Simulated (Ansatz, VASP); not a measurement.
One calculation of GaP, two programs

INCAR

```
SYSTEM = GaP
  PREC = Accurate
  ENCUT = 520
  EDIFF = 1E-8
  ISMEAR = -1
  SIGMA = 0.05
  LREAL = .False.
  LASPH = .True.
  NELM = 100
  ALGO = Normal
  ISIF = 2
  LWAVE = .False.
  LCHARG = .False.
  GGA = PE
  LEFG = .True.
  NBANDS = 16
```

File KPOINTS:

```
Automatic mesh
0
Gamma
  10 10 10
  0 0 0
```

POSCAR

```
GaP
1.0
    0.0000000000      2.7814466341      2.6162400000
    2.7814466341      0.0000000000      2.6162400000
    2.7814466341      2.7814466341      0.0000000000
Ga P
1 1
Direct
    0.0000000000      0.0000000000      0.0000000000
    0.7500000000      0.7500000000      0.7500000000
```

Input for Ansatz:

```yaml
crystal:
  lattice:
    - [0.0, 2.7814466341, 2.61624]
    - [2.7814466341, 0.0, 2.61624]
    - [2.7814466341, 2.7814466341, 0.0]
  atoms:
    - { symbol: Ga, position: [0.0, 0.0, 0.0] }
    - { symbol: P, position: [0.75, 0.75, 0.75] }
kpoints:
  mp_grid: { grid: [10, 10, 10] }
scf:
  occupations: { method: fermi_dirac, width: 0.05 }
hamiltonian:
  xc: pbe
  pseudopotentials: { kind: all_electron, datasets: crystal }
output:
  forces: true
  stress: true
  eigenvalues: true
  efg: { contact_densities: true }
```

Change from the starting cell: z stretched by -4 % at fixed volume, crystal datasets.

Alike in both runs: task electric field gradients; functional PBE; k mesh 10 × 10 × 10; occupations fermi-dirac, width 0.05 eV; no spin polarisation.

|  | VASP | Ansatz |
| --- | --- | --- |
| version | VASP 6.6.1 | Ansatz 0.2.0 |
| potentials or method | VASP PAW PBE potentials, release 64 (Ga_d, P), cutoff 520 eV | all-electron PAW with datasets made for the crystal, scalar-relativistic |

VASP gave:

* pressure (GPa): 2.4
* traceless stress, the component that is largest in VASP (GPa): 2.66
* size of Vzz on the site where it differs most (V/Å²): 11.1

**Question.** Estimate Ansatz's values.

**Answer.** Pressure (GPa): 2.4; traceless stress, the component that is largest in VASP (GPa): 2.66; size of Vzz on the site where it differs most (V/Å²): 13.0.

Ansatz ran all-electron here, and VASP with PAW potentials.
